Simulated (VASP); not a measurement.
Runs of VASP 6.6.1 on CdS (Hawleyite). The structure is that of space group F-43m (No. 216), or close to it. The cells are those of the table. 

| task | level | potentials or basis | spin | cell | k mesh | cutoff (eV) | smearing | grid for exact exchange (PRECFOCK) | gap on the mesh (eV) | pressure (GPa) | moment (μB) |
| --- | --- | --- | --- | --- | --- | --- | --- | --- | --- | --- | --- |
| single point | revPBE | VASP PAW PBE potentials, release 64 (Cd, S) | off | a = 4.231 Å, angles 60.0°, 2 atoms | 8 × 8 × 8 | 520 | fermi-dirac 0.05 eV | - | (d) | (b) | - |
| single point | RPBE | VASP PAW PBE potentials, release 64 (Cd, S) | off | a = 4.292 Å, angles 60.0°, 2 atoms | 8 × 8 × 8 | 520 | fermi-dirac 0.15 eV | - | 1.06 | (a) | - |
| single point | r2SCAN0 | VASP PAW PBE potentials, release 64 (Cd, S) | off | a = 4.179 Å, angles 60.0°, 2 atoms | 4 × 4 × 4 | 520 | fermi-dirac 0.05 eV | Normal | 3.04 | -1.3 | - |
| relaxation of cell and atoms | revPBE | VASP PAW PBE potentials, release 64 (Cd, S) | off | relaxed from a = 4.125 Å, angles 60.0°, 2 atoms | 8 × 8 × 8 | 600 | fermi-dirac 0.05 eV | - | 1.10 | 0.0 | - |
| single point | r2SCAN+rVV10 | VASP PAW PBE potentials, release 64 (Cd, S) | off | a = 4.097 Å, angles 60.0°, 2 atoms | 8 × 8 × 8 | 520 | fermi-dirac 0.05 eV | - | (c) | 2.4 | - |
| single point | LDA | VASP PAW LDA potentials, release 64 (Cd, S) | non-collinear, zero start, SOC | a = 4.125 Å, angles 60.0°, 2 atoms | 6 × 6 × 6 | 520 | fermi-dirac 0.05 eV | - | - | -2.0 | 0.00 |
| single point | RPBE | VASP PAW PBE potentials, release 64 (Cd, S) | off | a = 4.378 Å, angles 60.0°, 2 atoms | 8 × 8 × 8 | 520 | fermi-dirac 0.15 eV | - | 0.92 | -3.3 | - |
| single point | PBE+D3(BJ) | VASP PAW PBE potentials, release 64 (Cd, S) | non-collinear, zero start, SOC | a = 4.069 Å, angles 60.0°, 2 atoms | 8 × 8 × 8 | 520 | fermi-dirac 0.1 eV | - | - | 3.7 | 0.00 |

Task: Fill in the values left out.

Result: (a) -1.2; (b) 0.3; (c) 1.58; (d) 1.12.

Caveats: some runs use coarse meshes; the PAW data sets were made with another functional, which shifts forces and pressure a little (some runs).

A k mesh can miss the band edges, and rows without SOC leave out spin-orbit coupling on Cd.
